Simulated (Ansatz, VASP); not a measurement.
## CdSe: VASP beside Ansatz

```
CELL_PARAMETERS angstrom
4.24902 0.00000 0.00000
-2.12451 3.67976 0.00000
0.00000 0.00000 6.93833
ATOMIC_POSITIONS crystal
Cd 0.33333 0.66667 0.00477
Cd 0.66667 0.33333 0.50477
Se 0.33333 0.66667 0.38023
Se 0.66667 0.33333 0.88023
```

Alike in both runs: functional LDA; k mesh 6 × 6 × 4; no spin polarisation.

Ansatz relaxed the structure, and its values are those at the end. VASP's run is a single point on that final structure, the one shown.

|  | VASP | Ansatz |
| --- | --- | --- |
| version | VASP 6.6.1 | Ansatz 0.2.0 |
| potentials or method | VASP PAW LDA potentials, release 64 (Cd, Se), cutoff 520 eV | plane waves, PAW |
| occupations | gaussian, width 0.01 eV | fixed |
| valence electrons in the cell | 36 | 72 |

|  | VASP | Ansatz | Ansatz less VASP |
| --- | --- | --- | --- |
| pressure (GPa) | 0.5 | 0.0 | -0.49 |

LDA's correlation is that of Perdew and Zunger in VASP and of Perdew and Wang (1992) in Ansatz. VASP's potentials hold 36 valence electrons a cell and Ansatz's 72, so a difference there can come from the potentials and not from the codes.
